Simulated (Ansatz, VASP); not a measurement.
**Two plane-wave programs on In3SbAs2**

Contents of POSCAR:

```
In3SbAs2
1.0
   -2.1919297701      2.1919297701      9.2853615993
    2.1919297701     -2.1919297701      9.2853615993
    2.1919297701      2.1919297701     -9.2853615993
As In Sb
2 3 1
Direct
    0.1706926284      0.1706926284      0.0000000000
    0.8293073716      0.8293073716      0.0000000000
    0.7500000000      0.2500000000      0.5000000000
    0.4088772157      0.9088772157      0.5000000000
    0.0911227843      0.5911227843      0.5000000000
    0.5000000000      0.5000000000      0.0000000000
```

INCAR.step1

```
SYSTEM = In3SbAs2
PREC = Accurate
ENCUT = 520
ISMEAR = -1
SIGMA = 0.02
LREAL = .False.
LASPH = .True.
NELM = 100
NBANDS = 36
GGA = PE
ALGO = Normal
EDIFF = 1E-4
LWAVE = .True.
LCHARG = .False.
```

The input INCAR.step2:

```
SYSTEM = In3SbAs2
PREC = Accurate
ENCUT = 520
EDIFF = 1E-7
ISMEAR = -1
SIGMA = 0.02
LREAL = .False.
LASPH = .True.
NELM = 100
ALGO = Normal
ISIF = 2
LWAVE = .False.
LCHARG = .True.
METAGGA = R2SCAN
LMIXTAU = .True.
LELF = .True.
LVHAR = .True.
NBANDS = 36
ISTART = 1
```

KPOINTS

```
regular mesh
0
Gamma
  6 6 6
  0 0 0
```

Input for Ansatz:

```yaml
crystal:
  lattice:
    - [-2.1919297701, 2.1919297701, 9.2853615993]
    - [2.1919297701, -2.1919297701, 9.2853615993]
    - [2.1919297701, 2.1919297701, -9.2853615993]
  atoms:
    - { symbol: As, position: [0.1706926284, 0.1706926284, 0.0] }
    - { symbol: In, position: [0.75, 0.25, 0.5] }
    - { symbol: As, position: [0.8293073716, 0.8293073716, 0.0] }
    - { symbol: In, position: [0.4088772157, 0.9088772157, 0.5] }
    - { symbol: Sb, position: [0.5, 0.5, 0.0] }
    - { symbol: In, position: [0.0911227843, 0.5911227843, 0.5] }
kpoints:
  mp_grid: { grid: [6, 6, 6] }
hamiltonian:
  xc: r2scan
scf:
  occupations: { method: fermi_dirac, width: 0.02 }
  n_extra_bands: 5
output:
  forces: true
  stress: true
  eigenvalues: true
```

Alike in both runs: task single point; functional r2SCAN; k mesh 6 × 6 × 6; occupations fermi-dirac, width 0.02 eV; no spin polarisation.

|  | VASP | Ansatz |
| --- | --- | --- |
| version | VASP 6.6.1 | Ansatz 0.2.0 |
| potentials or method | VASP PAW PBE potentials, release 64 (As, In_d, Sb) | plane waves, PAW |
| plane-wave cutoff (eV) | 520 | 500 |
| valence electrons in the cell | 54 | 84 |

|  | VASP | Ansatz | Ansatz less VASP |
| --- | --- | --- | --- |
| pressure (GPa) | 1.7 | 1.7 | -0.01 |
| rms of the force components (eV/Å) | 0.006 | 0.006 | +0.0001 |

VASP's potentials were made for PBE, not for r2SCAN. The functional is the same, so the differences come from potentials, cutoffs and numerics. VASP's potentials hold 54 valence electrons a cell and Ansatz's 84, so a difference there can come from the potentials and not from the codes.

Neither program's run includes spin-orbit coupling.
